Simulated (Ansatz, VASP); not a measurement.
## One calculation of Hf, two programs

```xyz
2
Lattice="3.0768 0.0000 0.0000 -1.5384 2.6646 0.0000 0.0000 0.0000 5.0578" Properties=species:S:1:pos:R:3 pbc="T T T"
Hf    0.0000    1.7764    1.2645
Hf    1.5384    0.8882    3.7934
```

Change from the starting cell: strain -0.0375 x Voigt [1, 1, 0, 0, 0, 0], atoms carried along.

Alike in both runs: task single point; functional PBEsol; k mesh 18 × 18 × 10; occupations gaussian, width 0.15 eV; no spin polarisation.

|  | VASP | Ansatz |
| --- | --- | --- |
| version | VASP 6.6.1 | Ansatz 0.2.0 |
| potentials or method | VASP PAW PBE potentials, release 64 (Hf_pv), cutoff 520 eV | scalar-relativistic, plane waves, PAW |
| valence electrons in the cell | 20 | 52 |

VASP gave:

| Quantity | Value |
| --- | --- |
| gap on the k mesh at the Fermi level (eV) | none |
| pressure (GPa) | 4.5 |
| traceless stress, the component that is largest in VASP (GPa) | -3.32 |

**Question.** Which values does Ansatz return?

**Answer.** gap on the k mesh at the Fermi level (eV): none; pressure (GPa): 4.9; traceless stress, the component that is largest in VASP (GPa): -3.24.

VASP's potentials were made for PBE, not for PBEsol. A gap of «none» marks a metal or a gap that the smearing closes. VASP's potentials hold 20 valence electrons a cell and Ansatz's 52, so a difference there can come from the potentials and not from the codes.

Neither program's run includes spin-orbit coupling.
